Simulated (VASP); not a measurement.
# Zr4C3 in VASP: notebook

Zr4C3 is run at these levels: PBEsol; tasks: single point, relaxation of the atoms.

All numbers are computed with VASP 6.6.1; they aren't measurements. Logs are shortened: lines on timing, memory, paths and dates and some standing lists are left out, and cuts for length are marked.

## 1. The cell of the first run

The cell holds a slab with vacuum, 7 atoms: a = 3.302 Å, b = 3.302 Å, c = 25.087 Å, α = 90.00°, β = 90.00°, γ = 120.00°.

## 2. Single point, PBEsol

Contents of INCAR:

```
SYSTEM = Zr4C3
  ALGO = Normal
  DIPOL = 0.5 0.5 0.499
  EDIFF = 1E-6
  ENCUT = 520
  GGA = PS
  IDIPOL = 3
  ISIF = 2
  ISMEAR = 0
  LASPH = .TRUE.
  LCHARG = .FALSE.
  LDIPOL = .TRUE.
  LREAL = .FALSE.
  LWAVE = .FALSE.
  NBANDS = 39
  NELM = 80
  PREC = Accurate
  SIGMA = 0.1
```

Contents of KPOINTS:

```
k-points
0
G
  9 9 1
  0 0 0
```

Contents of POSCAR:

```
Zr4C3
1.0
    3.3015289957      0.0000000000      0.0000000000
   -1.6507644978      2.8592079816      0.0000000000
    0.0000000000      0.0000000000     25.0870614104
Zr C
4 3
Direct
    0.3333333333      0.6666666667      0.3388200739
    0.0000000000      0.0000000000      0.4462733580
    0.6666666667      0.3333333333      0.5505895916
    0.3333333333      0.6666666667      0.6543499698
    0.6666666667      0.3333333333      0.3925467159
    0.3333333333      0.6666666667      0.5000120718
    0.0000000000      0.0000000000      0.6103759004
```

Potentials or basis: VASP PAW PBE potentials, release 64 (Zr_sv, C).

Started as:

```console
> cat potpaw_PBE.64/Zr_sv/POTCAR potpaw_PBE.64/C/POTCAR > POTCAR
> mpirun -np 1 vasp_std > vasp.out
```

OUTCAR:

```text
SYSTEM = Zr4C3
   EDIFF = 1E-6
   ENCUT = 520
   GGA = PS
   ISIF = 2
   ISMEAR = 0
   LASPH = .TRUE.
   LREAL = .FALSE.
   NELM = 80
   PREC = Accurate

 ion  position               nearest neighbor table
   1  0.333  0.667  0.339-   5 2.33   5 2.33   5 2.33   2 3.30   2 3.30   2 3.30
   2  0.000  0.000  0.446-   5 2.33   5 2.33   5 2.33   6 2.33   6 2.33   6 2.33   3 3.24   3 3.24
                             3 3.24   1 3.30   1 3.30   1 3.30
   3  0.667  0.333  0.551-   6 2.29   6 2.29   6 2.29   7 2.43   7 2.43   7 2.43   4 3.23   4 3.23
                             4 3.23   2 3.24   2 3.24   2 3.24
   4  0.333  0.667  0.654-   7 2.20   7 2.20   7 2.20   3 3.23   3 3.23   3 3.23
   5  0.667  0.333  0.393-   1 2.33   1 2.33   1 2.33   2 2.33   2 2.33   2 2.33
   6  0.333  0.667  0.500-   3 2.29   3 2.29   3 2.29   2 2.33   2 2.33   2 2.33
   7  0.000  0.000  0.610-   4 2.20   4 2.20   4 2.20   3 2.43   3 2.43   3 2.43

  LATTYP: Found a hexagonal cell.
 ALAT       =     3.3015289957
 C/A-ratio  =     7.5986191377

  Lattice vectors:

 A1 = (   3.3015289957,   0.0000000000,   0.0000000000)
 A2 = (  -1.6507644978,   2.8592079816,   0.0000000000)
 A3 = (   0.0000000000,   0.0000000000,  25.0870614104)

Analysis of symmetry for initial positions (statically):
=====================================================================
 Subroutine PRICEL returns:
 Original cell was already a primitive cell.

 Routine SETGRP: Setting up the symmetry group for a
 hexagonal supercell.

 Subroutine GETGRP returns: Found  6 space group operations
 (whereof  6 operations were pure point group operations)
 out of a pool of 24 trial point group operations.

The static configuration has the point symmetry C_3v.

Analysis of symmetry for dynamics (positions and initial velocities):
=====================================================================
 Subroutine PRICEL returns:
 Original cell was already a primitive cell.

 Routine SETGRP: Setting up the symmetry group for a
 hexagonal supercell.

 Subroutine GETGRP returns: Found  6 space group operations
 (whereof  6 operations were pure point group operations)
 out of a pool of 24 trial point group operations.

The dynamic configuration has the point symmetry C_3v.

 Subroutine INISYM returns: Found  6 space group operations
 (whereof  6 operations are pure point group operations),
 and found     1 'primitive' translations

----------------------------------------------------------------------------------------

                                     Primitive cell

  volume of cell :     236.8158

  direct lattice vectors                    reciprocal lattice vectors
     3.301528996  0.000000000  0.000000000     0.302889964  0.174873602  0.000000000
    -1.650764498  2.859207982  0.000000000     0.000000000  0.349747205  0.000000000
     0.000000000  0.000000000 25.087061410     0.000000000  0.000000000  0.039861185

  length of vectors
     3.301528996  3.301528996 25.087061410     0.349747205  0.349747205  0.039861185

  position of ions in fractional coordinates (direct lattice)
     0.333333333  0.666666667  0.338820074
     0.000000000  0.000000000  0.446273358
     0.666666667  0.333333333  0.550589592
     0.333333333  0.666666667  0.654349970
     0.666666667  0.333333333  0.392546716
     0.333333333  0.666666667  0.500012072
     0.000000000  0.000000000  0.610375900

  ion indices of the primitive-cell ions
   primitive index   ion index
                 1           1
                 2           2
                 3           3
                 4           4
                 5           5
                 6           6
                 7           7

----------------------------------------------------------------------------------------

 KPOINTS: k-points

Automatic generation of k-mesh.
 Grid dimensions read from file:
 generate k-points for:    9    9    1

 Generating k-lattice:

  Cartesian coordinates                     Fractional coordinates (reciprocal lattice)
     0.033654440  0.019430400  0.000000000     0.111111111 -0.000000000  0.000000000
     0.000000000  0.038860801  0.000000000     0.000000000  0.111111111  0.000000000
     0.000000000  0.000000000  0.039861185     0.000000000  0.000000000  1.000000000

  Length of vectors
     0.038860801  0.038860801  0.039861185

  Shift w.r.t. Gamma in fractional coordinates (k-lattice)
     0.000000000  0.000000000  0.000000000

 Subroutine IBZKPT returns following result:
 ===========================================

 Found     12 irreducible k-points:

 Following reciprocal coordinates:
            Coordinates               Weight
  0.000000  0.000000  0.000000      1.000000
  0.111111  0.000000  0.000000      6.000000
  0.222222  0.000000  0.000000      6.000000
  0.333333  0.000000  0.000000      6.000000
  0.444444  0.000000  0.000000      6.000000
  0.111111  0.111111  0.000000      6.000000
  0.222222  0.111111  0.000000     12.000000
  0.333333  0.111111  0.000000     12.000000
  0.444444  0.111111  0.000000      6.000000
  0.222222  0.222222  0.000000      6.000000
  0.333333  0.222222  0.000000     12.000000
  0.333333  0.333333  0.000000      2.000000
   k-points           NKPTS =     12   k-points in BZ     NKDIM =     12   number of bands    NBANDS=     39
   number of dos      NEDOS =    301   number of ions     NIONS =      7
   total plane-waves  NPLWV = 150528
   dimension x,y,z NGX =    28 NGY =   28 NGZ =  192
   dimension x,y,z NGXF=    56 NGYF=   56 NGZF=  384
   ions per type =               4   3
   NGX,Y,Z   is equivalent  to a cutoff of  14.10, 14.10, 12.72 a.u.
   NGXF,Y,Z  is equivalent  to a cutoff of  28.20, 28.20, 25.45 a.u.
 SYSTEM =  Zr4C3
   PREC   = accura    normal or accurate (medium, high low for compatibility)
   ISTART =      0    job   : 0-new  1-cont  2-samecut
   ICHARG =      2    charge: 1-file 2-atom 10-const
   ISPIN  =      1    spin polarized calculation?
   LNONCOLLINEAR =      F non collinear calculations
   LSORBIT =      F    spin-orbit coupling
   LASPH  =      T    aspherical Exc in radial PAW
   ENCUT  =  520.0 eV  38.22 Ry    6.18 a.u.   6.14  6.14 46.65*2*pi/ulx,y,z
   NELM   =     80;   NELMIN=  2; NELMDL= -5     # of ELM steps
   EDIFF  = 0.1E-05   stopping-criterion for ELM
   LREAL  =      F    real-space projection
   EDIFFG = 0.1E-04   stopping-criterion for IOM
   NSW    =      0    number of steps for IOM
   IBRION =     -1    ionic relax: 0-MD 1-quasi-New 2-CG
   NFREE  =      0    steps in history (QN), initial steepest desc. (CG)
   ISIF   =      2    stress and relaxation
   ISYM   =      2    0-nonsym 1-usesym 2-fastsym
   POTIM  = 0.5000    time-step for ionic-motion
   TEBEG  =    0.0;   TEEND  =   0.0 temperature during run
   PSTRESS=    0.0 pullay stress
   NELECT =      60.0000    total number of electrons
   NUPDOWN=      -1.0000    fix difference up-down
   EMIN   =  10.00;   EMAX   =-10.00  energy-range for DOS
   EFERMI =   0.00;   METHOD = LEGACY
   ISMEAR =     0;   SIGMA  =   0.10  broadening in eV -4-tet -1-fermi 0-gaus
   EFERMI_NEDOS =   21; number of points for ismear=-14 and -15
   IALGO  =     38    algorithm
   IMIX   =      4    mixing-type and parameters
     AMIX     =   0.40;   BMIX     =  1.00
     AMIX_MAG =   1.60;   BMIX_MAG =  1.00
  volume/ion in A,a.u.               =      33.83       228.30
  Fermi-wavevector in a.u.,A,eV,Ry     =   1.035909  1.957585 14.600519  1.073108
  Thomas-Fermi vector in A             =   2.170275
   LORBIT       =      0    0 simple, 1 ext, 2 COOP (PROOUT), +10 PAW based schemes
   GGA     = PS    functional components
   LHFCALC =     F    Hartree Fock is set to
   AEXX    =    0.0000 exact exchange contribution
   IVDW    =     0    specifies the selected vdW correction
   LEPSILON=     F    determine dielectric tensor
   LRPA    =     F    only Hartree local field effects (RPA)
 non-spin polarized calculation
 Gauss-broadening in eV      SIGMA  =   0.10
  energy-cutoff  :      520.00
  volume of cell :      236.82
 maximum number of plane-waves:      6456
 NGX is ok and might be reduce to    28
   NGX = 13   NGY = 13   NGZ = 93

 dipolmoment           0.000000      0.000000     -0.021386 electrons x Angstroem

 number of electron      60.0000000 magnetization

 dipolmoment           0.000000      0.000000      0.005518 electrons x Angstroem

 Free energy of the ion-electron system (eV)
  ---------------------------------------------------
  ext. energy  EPLUGINS =         0.00000000
  ---------------------------------------------------
  free energy    TOTEN  =       -68.94384584 eV

  energy without entropy =      -68.92384020  energy(sigma->0) =      -68.93384302

 E-fermi :   1.7084     XC(G=0):  -5.9143

 val. band max:        1.6442995101   @ k =   0.3333   0.3333   0.0000
 cond. band min:       1.7806473708   @ k =   0.2222   0.2222   0.0000
 fundamental gap:      0.1363478608
 Fermi energy:         1.7083567282

 k-point     1 :       0.0000    0.0000    0.0000
  band No.  band energies     occupation
      1     -47.2200      2.00000
      2     -46.9672      2.00000
      3     -46.4368      2.00000
      4     -46.2845      2.00000
      5     -25.5042      2.00000
      6     -25.3764      2.00000
[... 31 lines left out ...]
     38       4.1398      0.00000
     39       4.5064      0.00000

 k-point     2 :       0.1111    0.0000    0.0000
  band No.  band energies     occupation
      1     -47.2121      2.00000
      2     -46.9584      2.00000
      3     -46.4275      2.00000
      4     -46.2767      2.00000
      5     -25.4869      2.00000
      6     -25.3579      2.00000
[... 409 lines left out ...]
     38       5.7132      0.00000
     39       5.8821      0.00000

 k-point    12 :       0.3333    0.3333    0.0000
  band No.  band energies     occupation
      1     -47.1426      2.00000
      2     -46.8820      2.00000
      3     -46.3458      2.00000
      4     -46.2088      2.00000
      5     -25.3922      2.00000
      6     -25.3559      2.00000
[... 31 lines left out ...]
     38       5.4769      0.00000
     39       5.8040      0.00000

------------------------ aborting loop because EDIFF is reached ----------------------------------------

 vacuum level on the upper side and lower side of the slab       (xc-potential included)         0.045        -0.058

  FORCE on cell =-STRESS in cart. coord.  units (eV):
  Direction    XX          YY          ZZ          XY          YZ          ZX
  --------------------------------------------------------------------------------------
  -------------------------------------------------------------------------------------
  Total       -0.8281745     -0.8281745     -2.5935433     -0.0000000     -0.0000000      0.0000000
  in kB       -5.6030151     -5.6030151    -17.5466185     -0.0000000     -0.0000000      0.0000000
  external PRESSURE =      -9.5842162 kB  Pullay stress =       0.0000000 kB

 VOLUME and BASIS-vectors are now :
 -----------------------------------------------------------------------------
  energy-cutoff  :      520.00
  volume of cell :      236.82
      direct lattice vectors                 reciprocal lattice vectors
     3.301528996  0.000000000  0.000000000     0.302889964  0.174873602  0.000000000
    -1.650764498  2.859207982  0.000000000     0.000000000  0.349747205  0.000000000
     0.000000000  0.000000000 25.087061410     0.000000000  0.000000000  0.039861185

 POSITION                                       TOTAL-FORCE (eV/Angst)
 -----------------------------------------------------------------------------------
     -0.00000      1.90614      8.50000        -0.000000      0.000000      1.896650
      0.00000      0.00000     11.19569         0.000000      0.000000     -0.129445
      1.65076      0.95307     13.81267         0.000000     -0.000000      0.012427
     -0.00000      1.90614     16.41572        -0.000000      0.000000      0.042726
      1.65076      0.95307      9.84784         0.000000      0.000000     -1.785807
     -0.00000      1.90614     12.54383         0.000000      0.000000     -0.019542
      0.00000      0.00000     15.31254         0.000000      0.000000     -0.017008
 -----------------------------------------------------------------------------------
    total drift:                                0.000000     -0.000000     -0.000536

  FREE ENERGIE OF THE ION-ELECTRON SYSTEM (eV)
  ---------------------------------------------------
  free  energy   TOTEN  =       -68.9438458375 eV

  energy  without entropy=      -68.9238401984  energy(sigma->0) =      -68.93384302

 vacuum level on the upper side and lower side of the slab         6.209         6.102
```

It took 2.2 min on 1 thread of Intel Xeon 6975P-C (Granite Rapids), shared host; peak memory 0.42 GiB.

Results:

- Free energy: -68.9438 eV
- Largest force: 1.897 eV/Å
- Band gap on the k mesh: zero (bands 30 and 31 overlap by 0.64 eV)

Forces in eV/Å, atoms in the order of the input:
```
Zr   0.000  0.000  1.897
Zr   0.000  0.000 -0.129
Zr   0.000  0.000  0.012
Zr   0.000  0.000  0.043
C    0.000  0.000 -1.786
C    0.000  0.000 -0.020
C    0.000  0.000 -0.017
```

Caveat: the PAW data sets were made with another functional, which shifts forces and pressure a little.

## 3. Relaxation of the atoms, PBEsol

Contents of INCAR:

```
ALGO = Normal ; DIPOL = 0.5 0.5 0.500
EDIFF = 1E-6 ; EDIFFG = -0.03
ENCUT = 520 ; GGA = PS
IBRION = 2 ; IDIPOL = 3
ISIF = 2 ; ISMEAR = 0
LASPH = True ; LCHARG = False
LDIPOL = True ; LREAL = False
LWAVE = False ; NELM = 60
NSW = 90 ; PREC = Accurate
SIGMA = 0.1
```

Contents of KPOINTS:

```
k-points
0
Gamma
  9 9 1
```

Contents of POSCAR:

```
Zr4C3
1.0
    3.3015289957      0.0000000000      0.0000000000
   -1.6507644978      2.8592079816      0.0000000000
    0.0000000000      0.0000000000     25.0870614104
Zr C
4 3
Selective dynamics
Direct
    0.3333333333      0.6666666667      0.3388200739  F F F
    0.0000000000      0.0000000000      0.4462733580  F F F
    0.6666666667      0.3333333333      0.5537266420  T T T
    0.3333333333      0.6666666667      0.6611799261  T T T
    0.6666666667      0.3333333333      0.3925467159  F F F
    0.3333333333      0.6666666667      0.5000000000  T T T
    0.0000000000      0.0000000000      0.6074532841  T T T
```

Potentials or basis: VASP PAW PBE potentials, release 64 (Zr_sv, C).

Started as:

```console
> cat potpaw_PBE.64/Zr_sv/POTCAR potpaw_PBE.64/C/POTCAR > POTCAR
> mpirun -np 1 vasp_std > vasp.out
```

Wall time 10 min (1 thread of AMD EPYC 9R45 (Zen 5), shared host); peak memory 0.42 GiB.

It converged, with:

| Item | Value |
| --- | --- |
| Free energy | -68.9440 eV |
| Energy gained by relaxing | 36.7 meV/atom |
| Ionic steps | 9 |
| Band gap on the k mesh | zero (bands 30 and 31 overlap by 0.64 eV) |

Step by step:
| step | energy change (eV) | largest force on free atoms (eV/Å) | pressure (GPa) |
| --- | --- | --- | --- |
| 1 | 0.0000 | 1.8653 | -2.67 |
| 2 | -0.2265 | 0.5680 | -1.86 |
| 3 | -0.2451 | 0.3970 | -1.46 |
| 4 | -0.2521 | 0.1261 | -1.39 |
| 5 | -0.2521 | 0.1257 | -1.38 |
| 6 | -0.2534 | 0.0880 | -1.33 |
| 7 | -0.2544 | 0.1219 | -1.23 |
| 8 | -0.2556 | 0.0858 | -1.17 |
| 9 | -0.2567 | 0.0152 | -1.03 |

Final structure:
```
Zr C
1.0
     3.30153    0.00000    0.00000
    -1.65076    2.85921    0.00000
     0.00000    0.00000   25.08706
Zr C
4 3
Direct
  0.33333 0.66667 0.33882
  0.00000 0.00000 0.44627
  0.66667 0.33333 0.55073
  0.33333 0.66667 0.65460
  0.66667 0.33333 0.39255
  0.33333 0.66667 0.50000
  0.00000 0.00000 0.61046
```

Levels at points of the mesh, in eV from the Fermi level:
```tsv
k point	band 26	band 27	band 28	band 29	band 30	band 31	band 32	band 33	band 34	band 35
(0.00, 0.00, 0.00)	-2.27	-1.18	-1.18	-0.59	-0.43	0.52	0.80	0.80	1.63	1.63
```

Caveat: the PAW data sets were made with another functional, which shifts forces and pressure a little.
